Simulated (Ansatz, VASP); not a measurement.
**Two plane-wave programs on SrBe2**

```
Sr Be
1.0
    -2.27282    2.27282    5.19772
     2.27282   -2.27282    5.19772
     2.27282    2.27282   -5.19772
Sr Be
2 4
Direct
  0.25000 0.25000 0.00000
  0.75000 0.75000 0.00000
  0.66120 0.16120 0.82240
  0.16120 0.33880 0.50000
  0.33880 0.83880 0.17760
  0.83880 0.66120 0.50000
```

Alike in both runs: functional PBE; k mesh 4 × 4 × 4; occupations gaussian, width 0.1 eV; no spin polarisation.

Ansatz relaxed the structure, and its values are those at the end. VASP's run is a single point on that final structure, the one shown.

|  | VASP | Ansatz |
| --- | --- | --- |
| version | VASP 6.6.1 | Ansatz 0.2.0 |
| potentials or method | VASP PAW PBE potentials, release 64 (Sr_sv, Be), cutoff 520 eV | scalar-relativistic, plane waves, PAW |
| valence electrons in the cell | 28 | 28 |

```tsv
	VASP	Ansatz	Ansatz less VASP
gap on the k mesh at the Fermi level (eV)	none	none	-
pressure (GPa)	0.2	0.0	-0.15
```

A gap of «none» marks a metal or a gap that the smearing closes.

The k mesh is coarse, so the values compare programs but aren't converged.
